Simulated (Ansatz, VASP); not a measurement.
## Two plane-wave programs on Si4Ru

```
Si Ru
1.0
     3.60902   -3.65021    0.00000
     3.60902    3.65021    0.00000
     0.00000    0.00000    2.97771
Si Ru
4 1
Direct
  0.67335 0.32665 0.00000
  0.26513 0.26513 0.50000
  0.73487 0.73487 0.50000
  0.32665 0.67335 0.00000
  0.00000 0.00000 0.00000
```

Change from the starting cell: species swapped into the OsCl4 type (Cmmm, No. 65).

Alike in both runs: task single point; functional PBE; k mesh 4 × 4 × 6; occupations gaussian, width 0.1 eV; collinear spin.

```csv
,VASP,Ansatz
version,VASP 6.6.1,Ansatz 0.2.0
potentials or method,"VASP PAW PBE potentials, release 64 (Si, Ru_pv), cutoff 520 eV","scalar-relativistic, plane waves, PAW"
valence electrons in the cell,30,32
```

VASP gave:

```
gap on the k mesh at the Fermi level (eV)                     : none
pressure (GPa)                                                : 0.0
traceless stress, the component that is largest in VASP (GPa) : -0.17
rms of the force components (eV/Å)                            : 0.014
net moment per atom (μB)                                      : 0.00
```

Problem. Which values does Ansatz return?

Solution. gap on the k mesh at the Fermi level (eV): none; pressure (GPa): 0.0; traceless stress, the component that is largest in VASP (GPa): -0.17; rms of the force components (eV/Å): 0.008; net moment per atom (μB): 0.00.

Atom by atom the forces differ by 0.006 eV/Å (rms over components). A gap of «none» marks a metal or a gap that the smearing closes. VASP's potentials hold 30 valence electrons a cell and Ansatz's 32, so a difference there can come from the potentials and not from the codes. Ansatz's warnings: seeded moment not kept.
